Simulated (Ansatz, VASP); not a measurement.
## Sb in VASP and in Ansatz

```
CELL_PARAMETERS angstrom
-2.97692 2.97692 2.97692
2.97692 -2.97692 2.97692
2.97692 2.97692 -2.97692
ATOMIC_POSITIONS crystal
Sb 0.00000 0.50000 0.50000
Sb 0.50000 0.00000 0.50000
Sb 0.50000 0.50000 0.00000
```

Alike in both runs: functional PBE; k mesh 12 × 12 × 12; occupations gaussian, width 0.1 eV; no spin polarisation.

Ansatz relaxed the structure, and its values are those at the end. VASP's run is a single point on that final structure, the one shown.

```csv
,VASP,Ansatz
version,VASP 6.6.1,Ansatz 0.2.0
potentials or method,"VASP PAW PBE potentials, release 64 (Sb), cutoff 520 eV","scalar-relativistic, plane waves, PAW"
valence electrons in the cell,15,45
```

|  | VASP | Ansatz | Ansatz less VASP |
| --- | --- | --- | --- |
| gap on the k mesh at the Fermi level (eV) | none | none | - |
| pressure (GPa) | 0.0 | 0.0 | +0.01 |

A gap of «none» marks a metal or a gap that the smearing closes. The functional is the same, so the differences come from potentials, cutoffs and numerics. VASP's potentials hold 15 valence electrons a cell and Ansatz's 45, so a difference there can come from the potentials and not from the codes.

Neither program's run includes spin-orbit coupling.
